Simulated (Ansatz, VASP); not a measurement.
## MgO in VASP and in Ansatz

```
CELL_PARAMETERS angstrom
3.37266 0.00000 0.00000
-1.68633 2.92081 0.00000
0.00000 0.00000 5.08061
ATOMIC_POSITIONS crystal
Mg 0.66667 0.33333 0.50216
Mg 0.33333 0.66667 0.00216
O 0.66667 0.33333 0.90244
O 0.33333 0.66667 0.40244
```

Change from the starting cell: volume scaled by 1.06.

Alike in both runs: task single point; functional LDA; k mesh 9 × 9 × 6; occupations fermi-dirac, width 0.05 eV; no spin polarisation.

|  | VASP | Ansatz |
| --- | --- | --- |
| version | VASP 6.6.1 | Ansatz 0.2.0 |
| potentials or method | VASP PAW LDA potentials, release 64 (Mg, O), cutoff 520 eV | all-electron LAPW, scalar-relativistic |

Ansatz gave:

```
gap on the k mesh at the Fermi level (eV)                     : 3.05
least direct gap on the mesh (eV)                             : 3.05
pressure (GPa)                                                : -10.0
traceless stress, the component that is largest in VASP (GPa) : 0.92
rms of the force components (eV/Å)                            : 0.050
```

Task: Estimate VASP's values.

Result: gap on the k mesh at the Fermi level (eV): 3.05; least direct gap on the mesh (eV): 3.05; pressure (GPa): -11.3; traceless stress, the component that is largest in VASP (GPa): 1.15; rms of the force components (eV/Å): 0.059.

LDA's correlation is that of Perdew and Zunger in VASP and of Perdew and Wang (1992) in Ansatz. Atom by atom the forces differ by 0.009 eV/Å (rms over components). Ansatz ran all-electron here, and VASP with PAW potentials.
